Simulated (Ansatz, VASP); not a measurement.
**CsTaAlP3 in VASP and in Ansatz**

INCAR

```
PREC = Accurate
ENCUT = 600
EDIFF = 1E-6
ISMEAR = 0
SIGMA = 0.1
LREAL = False
LASPH = True
NELM = 80
ALGO = Normal
ISIF = 3
LWAVE = False
LCHARG = False
GGA = PE
IBRION = 2
NSW = 100
EDIFFG = -0.01
```

File KPOINTS:

```
Automatic mesh
0
Gamma
  6 6 12
```

File POSCAR:

```
CsTaAlP3
1.0
    6.9029567007      0.0000000000      0.0000000000
   -3.4514783503      5.9781358640      0.0000000000
    0.0000000000      0.0000000000      3.2411060658
Cs Ta Al P
1 1 1 3
Direct
    0.0000000000      0.0000000000      0.0000000000
    0.6666666667      0.3333333333      0.0000000000
    0.3333333333      0.6666666667      0.0000000000
    0.9943223316      0.4971611658      0.5000000000
    0.5028388342      0.4971611658      0.5000000000
    0.5028388342      0.0056776684      0.5000000000
```

Input for Ansatz:

```yaml
crystal:
  lattice:
    - [6.9029567007, 0.0, 0.0]
    - [-3.4514783503, 5.978135864, 0.0]
    - [0.0, 0.0, 3.2411060658]
  atoms:
    - { symbol: Cs, position: [0.0, 0.0, 0.0] }
    - { symbol: Ta, position: [0.6666666667, 0.3333333333, 0.0] }
    - { symbol: Al, position: [0.3333333333, 0.6666666667, 0.0] }
    - { symbol: P, position: [0.9943223316, 0.4971611658, 0.5] }
    - { symbol: P, position: [0.5028388342, 0.4971611658, 0.5] }
    - { symbol: P, position: [0.5028388342, 0.0056776684, 0.5] }
basis:
  ecutwfc: 420
kpoints:
  mp_grid: { grid: [6, 6, 12] }
hamiltonian:
  xc: pbe
scf:
  occupations: { method: gaussian, width: 0.1 }
output:
  forces: true
  stress: true
  eigenvalues: true
  write_density: true
  write_potential: true
  elf: true
  volumetric_format: npy
relax:
  adjacent_minimum: "off"
  f_tol: 0.01
  max_steps: 80
  cell: { stress_tol: 0.05 }
```

Change from the starting cell: species swapped into the YSiBRh3 type (P-6m2, No. 187).

Alike in both runs: task relaxation of cell and atoms; functional PBE; k mesh 6 × 6 × 12; occupations gaussian, width 0.1 eV; no spin polarisation.

|  | VASP | Ansatz |
| --- | --- | --- |
| version | VASP 6.6.1 | Ansatz 0.2.0 |
| potentials or method | VASP PAW PBE potentials, release 64 (Cs_sv, Ta_pv, Al, P), cutoff 600 eV | scalar-relativistic, plane waves, PAW |
| valence electrons in the cell | 38 | 40 |

Ansatz gave:

| Property | Result |
| --- | --- |
| gap on the k mesh at the Fermi level, each at its own relaxed structure (eV) | none |
| relaxed volume (Å³/atom) | 22.33 |
| relaxed length of the cell vector where the two differ most in proportion (Å) | 3.246 |

Q: Estimate VASP's values.

A: gap on the k mesh at the Fermi level, each at its own relaxed structure (eV): none; relaxed volume (Å³/atom): 22.36; relaxed length of the cell vector where the two differ most in proportion (Å): 3.247.

A gap of «none» marks a metal or a gap that the smearing closes. VASP's potentials hold 38 valence electrons a cell and Ansatz's 40, so a difference there can come from the potentials and not from the codes.

Spin-orbit coupling is off throughout.
